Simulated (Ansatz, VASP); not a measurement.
## One calculation of SnSe2, two programs

Contents of INCAR:

```
  PREC = Accurate
  ENCUT = 500
  EDIFF = 1E-6
  ISMEAR = -1
  SIGMA = 0.03
  LREAL = False
  LASPH = True
  NELM = 120
  ALGO = Normal
  ISIF = 2
  LWAVE = False
  LCHARG = False
  GGA = PE
  NBANDS = 20
  GGA_COMPAT = False
```

The input KPOINTS:

```
Automatic mesh
0
Gamma
  5 5 3
```

File POSCAR:

```
SnSe2
1.0
    3.8110000000      0.0000000000      0.0000000000
   -1.9055000000      3.3004228138      0.0000000000
    0.0000000000      0.0000000000      6.1360000000
Sn Se
1 2
Direct
    0.0000000000      0.0000000000      0.0000000000
    0.6666666667      0.3333333333      0.7510000000
    0.3333333333      0.6666666667      0.2490000000
```

The input input.yaml:

```yaml
crystal:
  lattice:
    - [3.811, 0.0, 0.0]
    - [-1.9055, 3.3004228138, 0.0]
    - [0.0, 0.0, 6.136]
  atoms:
    - { symbol: Sn, position: [0.0, 0.0, 0.0] }
    - { symbol: Se, position: [0.6666666667, 0.3333333333, 0.751] }
    - { symbol: Se, position: [0.3333333333, 0.6666666667, 0.249] }
kpoints:
  mp_grid: { grid: [5, 5, 3] }
scf:
  occupations: { method: fermi_dirac, width: 0.03 }
hamiltonian:
  xc: pbe
  pseudopotentials: { kind: all_electron, lapw: { basis_error: 0.002 } }
output:
  forces: true
  stress: true
  eigenvalues: true
```

Alike in both runs: task single point; functional PBE; k mesh 5 × 5 × 3; occupations fermi-dirac, width 0.03 eV; no spin polarisation.

|  | VASP | Ansatz |
| --- | --- | --- |
| version | VASP 6.6.1 | Ansatz 0.2.0 |
| potentials or method | VASP PAW PBE potentials, release 64 (Sn_d, Se), cutoff 500 eV | all-electron LAPW, scalar-relativistic |

|  | VASP | Ansatz | Ansatz less VASP |
| --- | --- | --- | --- |
| gap on the k mesh at the Fermi level (eV) | 0.79 | 0.80 | +0.010 |
| least direct gap on the mesh (eV) | 1.09 | 1.11 | +0.016 |
| pressure (GPa) | 5.8 | 5.7 | -0.10 |
| traceless stress, the component that is largest in VASP (GPa) | 0.77 | 0.77 | -0.003 |
| rms of the force components (eV/Å) | 0.358 | 0.350 | -0.0086 |

Atom by atom the forces differ by 0.009 eV/Å (rms over components). Ansatz ran all-electron here, and VASP with PAW potentials.
